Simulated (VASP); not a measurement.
Runs of VASP 6.6.1 on CdSe. The structure is that of space group F-43m (No. 216), or close to it. The cells are those of the table. 

```tsv
level	cell	smearing	gap on the mesh (eV)	pressure (GPa)
r2SCAN	a = 4.338, b = 4.400, c = 4.400 Å, angles 59.1, 60.5, 60.5°, 2 atoms	gaussian 0.01 eV	(c)	-1.2
r2SCAN	a = 4.287 Å, angles 60.0°, 2 atoms	gaussian 0.01 eV	1.11	(a)
PBE	a = 4.287 Å, angles 60.0°, 2 atoms	fermi-dirac 0.02 eV	0.63	3.7
PBE	a = 4.338, b = 4.400, c = 4.400 Å, angles 59.1, 60.5, 60.5°, 2 atoms	fermi-dirac 0.02 eV	(b)	0.3
```

Alike in all rows: task single point; potentials or basis VASP PAW PBE potentials, release 64 (Cd, Se); no spin polarisation; k mesh 8 × 8 × 8; cutoff (eV) 520.

Q: Fill in the values left out.

A: (a) 2.2; (b) 0.47; (c) 0.93.

Caveats: the PAW data sets were made with another functional, which shifts forces and pressure a little (at least some runs); the cell stands under pressure (at least some runs).

A k mesh can miss the band edges, and the runs leave out spin-orbit coupling on Cd, Se.
